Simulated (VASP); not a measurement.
# MgAl12 in VASP: notebook, part 2 of 2

VASP 6.6.1. Earlier steps stand in the parts before.

**3. Single point, LDA**

File INCAR:

```
PREC     = Accurate       # precision mode
ENCUT    = 520            # plane-wave cutoff, eV
EDIFF    = 1E-7           # SCF threshold, eV
ISMEAR   = 0              # smearing method
SIGMA    = 0.1            # smearing width, eV
LREAL    = F              # projectors in reciprocal space
LASPH    = T              # aspherical terms in the spheres
NELM     = 100            # most SCF steps
ALGO     = Normal         # electronic algorithm
ISIF     = 2              # what is computed and relaxed
LWAVE    = F              # write WAVECAR
LCHARG   = F              # write CHGCAR
LDIPOL   = T            
IDIPOL   = 3            
DIPOL    = 0.5 0.5 0.326
GGA      = CA             # functional
NBANDS   = 31             # bands
```

File KPOINTS:

```
regular mesh
0
Gamma
  5 5 1
```

File POSCAR:

```
MgAl12
1.0
    5.6343731020      0.0000000000      0.0000000000
    0.0000000000      5.6343731020      0.0000000000
    0.0000000000      0.0000000000     19.6039189496
Al Mg
12 1
Direct
    0.2500000000      0.2500000000      0.2040408354
    0.2500000000      0.7500000000      0.2040408354
    0.7500000000      0.2500000000      0.2040408354
    0.7500000000      0.7500000000      0.2040408354
    0.0000000000      0.0000000000      0.3086915083
    0.0000000000      0.5000000000      0.3086915083
    0.5000000000      0.0000000000      0.3086915083
    0.5000000000      0.5000000000      0.3086915083
    0.2335045669      0.2335045669      0.4024618160
    0.2442907535      0.7381703427      0.4186008414
    0.7381703427      0.2442907535      0.4186008414
    0.7447100952      0.7447100952      0.4157677957
    0.3333333333      0.3333333333      0.5304007609
```

Potentials or basis: VASP PAW LDA potentials, release 64 (Al, Mg).

The run is started by

```sh
> cat potpaw_LDA.64/Al/POTCAR potpaw_LDA.64/Mg/POTCAR > POTCAR
> mpirun -np 1 vasp_std > vasp.out
```

OUTCAR:

```text
PREC = Accurate
   ENCUT = 520
   EDIFF = 1E-7
   ISMEAR = 0
   LREAL = F
   LASPH = T
   NELM = 100
   ISIF = 2
   GGA = CA

 ion  position               nearest neighbor table
   1  0.250  0.250  0.204-   2 2.82   3 2.82   2 2.82   3 2.82   7 2.86   8 2.86   5 2.86   6 2.86

   2  0.250  0.750  0.204-   1 2.82   4 2.82   1 2.82   4 2.82   7 2.86   8 2.86   5 2.86   6 2.86

   3  0.750  0.250  0.204-   1 2.82   4 2.82   4 2.82   1 2.82   7 2.86   8 2.86   5 2.86   6 2.86
[... 4 lines left out ...]
                             1 2.86  12 2.92  11 2.95  10 2.95
   6  0.000  0.500  0.309-   9 2.71   8 2.82   5 2.82   5 2.82   8 2.82   2 2.86   3 2.86   4 2.86
                             1 2.86  10 2.89  12 2.89  11 2.98
   7  0.500  0.000  0.309-   9 2.71   8 2.82   5 2.82   8 2.82   5 2.82   2 2.86   3 2.86   4 2.86
                             1 2.86  11 2.89  12 2.89  10 2.98
   8  0.500  0.500  0.309-   9 2.81   7 2.82   6 2.82   7 2.82   6 2.82   2 2.86   3 2.86   4 2.86
                             1 2.86  12 2.87  11 2.92  10 2.92
   9  0.234  0.234  0.402-   5 2.62  13 2.63   7 2.71   6 2.71   8 2.81  11 2.81  10 2.81  10 2.86
                            11 2.86
  10  0.244  0.738  0.419-   9 2.81  12 2.82  12 2.82   9 2.86   6 2.89   8 2.92   5 2.95   7 2.98
                            13 3.20
  11  0.738  0.244  0.419-   9 2.81  12 2.82  12 2.82   9 2.86   7 2.89   8 2.92   5 2.95   6 2.98
                            13 3.20
  12  0.745  0.745  0.416-  10 2.82  11 2.82  11 2.82  10 2.82   8 2.87   7 2.89   6 2.89   5 2.92

  13  0.333  0.333  0.530-   9 2.63  10 3.20  11 3.20

  LATTYP: Found a simple tetragonal cell.
 ALAT       =     5.6343731020
 C/A-ratio  =     3.4793434149

  Lattice vectors:

 A1 = (   5.6343731020,   0.0000000000,   0.0000000000)
 A2 = (   0.0000000000,   5.6343731020,   0.0000000000)
 A3 = (   0.0000000000,   0.0000000000,  19.6039189496)

Analysis of symmetry for initial positions (statically):
=====================================================================
 Subroutine PRICEL returns:
 Original cell was already a primitive cell.

 Routine SETGRP: Setting up the symmetry group for a
 simple tetragonal supercell.

 Subroutine GETGRP returns: Found  2 space group operations
 (whereof  2 operations were pure point group operations)
 out of a pool of 16 trial point group operations.

The static configuration has the point symmetry C_1h.

Analysis of symmetry for dynamics (positions and initial velocities):
=====================================================================
 Subroutine PRICEL returns:
 Original cell was already a primitive cell.

 Routine SETGRP: Setting up the symmetry group for a
 simple tetragonal supercell.

 Subroutine GETGRP returns: Found  2 space group operations
 (whereof  2 operations were pure point group operations)
 out of a pool of 16 trial point group operations.

The dynamic configuration has the point symmetry C_1h.

 Subroutine INISYM returns: Found  2 space group operations
 (whereof  2 operations are pure point group operations),
 and found     1 'primitive' translations

----------------------------------------------------------------------------------------

[... 89 lines left out ...]
   PREC   = accura    normal or accurate (medium, high low for compatibility)
   ISTART =      0    job   : 0-new  1-cont  2-samecut
   ICHARG =      2    charge: 1-file 2-atom 10-const
   ISPIN  =      1    spin polarized calculation?
   LNONCOLLINEAR =      F non collinear calculations
   LSORBIT =      F    spin-orbit coupling
   LASPH  =      T    aspherical Exc in radial PAW
   ENCUT  =  520.0 eV  38.22 Ry    6.18 a.u.  10.48 10.48 36.45*2*pi/ulx,y,z
   NELM   =    100;   NELMIN=  2; NELMDL= -5     # of ELM steps
   EDIFF  = 0.1E-06   stopping-criterion for ELM
   LREAL  =      F    real-space projection
   EDIFFG = 0.1E-05   stopping-criterion for IOM
   NSW    =      0    number of steps for IOM
   IBRION =     -1    ionic relax: 0-MD 1-quasi-New 2-CG
   NFREE  =      0    steps in history (QN), initial steepest desc. (CG)
   ISIF   =      2    stress and relaxation
   ISYM   =      2    0-nonsym 1-usesym 2-fastsym
   POTIM  = 0.5000    time-step for ionic-motion
   TEBEG  =    0.0;   TEEND  =   0.0 temperature during run
   PSTRESS=    0.0 pullay stress
   NELECT =      38.0000    total number of electrons
   NUPDOWN=      -1.0000    fix difference up-down
   EMIN   =  10.00;   EMAX   =-10.00  energy-range for DOS
   EFERMI =   0.00;   METHOD = LEGACY
   ISMEAR =     0;   SIGMA  =   0.10  broadening in eV -4-tet -1-fermi 0-gaus
   EFERMI_NEDOS =   21; number of points for ismear=-14 and -15
   IALGO  =     38    algorithm
   IMIX   =      4    mixing-type and parameters
     AMIX     =   0.40;   BMIX     =  1.00
     AMIX_MAG =   1.60;   BMIX_MAG =  1.00
  volume/ion in A,a.u.               =      47.87       323.06
  Fermi-wavevector in a.u.,A,eV,Ry     =   0.644651  1.218214  5.654240  0.415575
  Thomas-Fermi vector in A             =   1.712049
   LORBIT       =      0    0 simple, 1 ext, 2 COOP (PROOUT), +10 PAW based schemes
   GGA     = CA    functional components
   LHFCALC =     F    Hartree Fock is set to
   AEXX    =    0.0000 exact exchange contribution
   IVDW    =     0    specifies the selected vdW correction
   LEPSILON=     F    determine dielectric tensor
   LRPA    =     F    only Hartree local field effects (RPA)
 non-spin polarized calculation
 Gauss-broadening in eV      SIGMA  =   0.10
  energy-cutoff  :      520.00
  volume of cell :      622.35
 maximum number of plane-waves:     16813
 NGX is ok and might be reduce to    42
   NGX = 21   NGY = 21   NGZ = 73

 dipolmoment           0.000000      0.000000      0.066197 electrons x Angstroem

 number of electron      38.0000000 magnetization

 dipolmoment           0.000000      0.000000     -0.158219 electrons x Angstroem

 Free energy of the ion-electron system (eV)
  ---------------------------------------------------
  ext. energy  EPLUGINS =         0.00000000
  ---------------------------------------------------
  free energy    TOTEN  =       -47.09814517 eV

  energy without entropy =      -47.09239455  energy(sigma->0) =      -47.09526986

 E-fermi :   0.0318     XC(G=0):  -4.8052

 val. band max:       -0.0713216598   @ k =   0.0000   0.0000   0.0000
 cond. band min:       0.1442875037   @ k =   0.4000   0.0000   0.0000
 fundamental gap:      0.2156091635
 Fermi energy:         0.0317791684

 k-point     1 :       0.0000    0.0000    0.0000
  band No.  band energies     occupation
      1     -10.4269      2.00000
      2      -8.3071      2.00000
      3      -6.0446      2.00000
      4      -5.8307      2.00000
      5      -5.8095      2.00000
      6      -5.7896      2.00000
[... 295 lines left out ...]
     30       2.8817      0.00000
     31       2.9715      0.00000

------------------------ aborting loop because EDIFF is reached ----------------------------------------

 vacuum level on the upper side and lower side of the slab       (xc-potential included)        -0.771         0.202

  FORCE on cell =-STRESS in cart. coord.  units (eV):
  Direction    XX          YY          ZZ          XY          YZ          ZX
  --------------------------------------------------------------------------------------
  -------------------------------------------------------------------------------------
  Total       -8.0663112     -8.0663112     -0.0247778      0.0919493      0.9881263      0.9881263
  in kB      -20.7659331    -20.7659331     -0.0637880      0.2367145      2.5438350      2.5438351
  external PRESSURE =     -13.8652181 kB  Pullay stress =       0.0000000 kB

 VOLUME and BASIS-vectors are now :
 -----------------------------------------------------------------------------
  energy-cutoff  :      520.00
  volume of cell :      622.35
      direct lattice vectors                 reciprocal lattice vectors
     5.634373102  0.000000000  0.000000000     0.177482034  0.000000000  0.000000000
     0.000000000  5.634373102  0.000000000     0.000000000  0.177482034  0.000000000
     0.000000000  0.000000000 19.603918950     0.000000000  0.000000000  0.051010209

 POSITION                                       TOTAL-FORCE (eV/Angst)
 -----------------------------------------------------------------------------------
      1.40859      1.40859      4.00000        -0.017775     -0.017775      0.082788
      1.40859      4.22578      4.00000        -0.026952      0.038743      0.007216
      4.22578      1.40859      4.00000         0.038743     -0.026952      0.007216
      4.22578      4.22578      4.00000         0.043480      0.043480     -0.114093
      0.00000      0.00000      6.05156        -0.305990     -0.305990     -0.164643
      0.00000      2.81719      6.05156        -0.210047      0.151634      0.017431
      2.81719      0.00000      6.05156         0.151634     -0.210047      0.017431
      2.81719      2.81719      6.05156         0.083181      0.083181      0.149817
      1.31565      1.31565      7.88983        -0.000891     -0.000891      0.001716
      1.37643      4.15913      8.20622         0.000435     -0.000208      0.005759
      4.15913      1.37643      8.20622        -0.000208      0.000435      0.005759
      4.19597      4.19597      8.15068        -0.001710     -0.001710      0.006202
      1.87812      1.87812     10.39793         0.246100      0.246100     -0.022597
 -----------------------------------------------------------------------------------
    total drift:                               -0.000110     -0.000110     -0.000202

  FREE ENERGIE OF THE ION-ELECTRON SYSTEM (eV)
  ---------------------------------------------------
  free  energy   TOTEN  =       -47.0981451674 eV

  energy  without entropy=      -47.0923945475  energy(sigma->0) =      -47.09526986

 vacuum level on the upper side and lower side of the slab         3.269         4.267
```

It took 3 min on 1 thread of Intel Xeon 6975P-C (Granite Rapids), shared host; peak memory 0.49 GiB.

Results:

- Free energy: -47.0981 eV
- Largest force: 0.463 eV/Å
- Band gap on the k mesh: zero (band 19 reaches 0.58 eV, above the bottom of band 20 at -0.29 eV)

Forces on the atoms (eV/Å):
```
Al  -0.018 -0.018  0.083
Al  -0.027  0.039  0.007
Al   0.039 -0.027  0.007
Al   0.043  0.043 -0.114
Al  -0.306 -0.306 -0.165
Al  -0.210  0.152  0.017
Al   0.152 -0.210  0.017
Al   0.083  0.083  0.150
Al  -0.001 -0.001  0.002
Al   0.000  0.000  0.006
Al   0.000  0.000  0.006
Al  -0.002 -0.002  0.006
Mg   0.246  0.246 -0.023
```
